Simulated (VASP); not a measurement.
Here is a VASP 6.6.1 calculation.

The input INCAR:

```
SYSTEM = HfN
PREC = Accurate
ENCUT = 520
EDIFF = 1E-6
ISMEAR = -1
SIGMA = 0.08
LREAL = .FALSE.
LASPH = .TRUE.
NELM = 80
ALGO = Normal
ISIF = 2
LWAVE = .FALSE.
LCHARG = .FALSE.
GGA = PE
NBANDS = 23
```

Contents of KPOINTS:

```
regular mesh
0
G
  10 10 6
  0 0 0
```

File POSCAR:

```
HfN
1.0
    2.9689772086      0.0000000000      0.0000000000
   -1.4844886043      2.5712096859      0.0000000000
    0.0000000000      0.0000000000      5.4450149424
Hf N
2 2
Direct
    0.0000000000      0.0000000000      0.0000000000
    0.0000000000      0.0000000000      0.5000000000
    0.3333333333      0.6666666667      0.2500000000
    0.6666666667      0.3333333333      0.7500000000
```

Potentials or basis: VASP PAW PBE potentials, release 64 (Hf_pv, N).

Command:

```sh
$ cat potpaw_PBE.64/Hf_pv/POTCAR potpaw_PBE.64/N/POTCAR > POTCAR
$ mpirun -np 1 vasp_std > vasp.out
```

**Question.** Predict the pressure.

**Answer.** 52.5 GPa.

**Question.** Predict the band gap on the k mesh.

**Answer.** Zero (band 15 reaches 9.93 eV, above the bottom of band 16 at 8.12 eV).

Stress tensor (GPa, compression positive):
```
53.09  0.00  0.00
 0.00 53.09  0.00
 0.00  0.00 51.33
```

Caveat: spin-orbit coupling is left out, which moves the levels of the heavy elements.
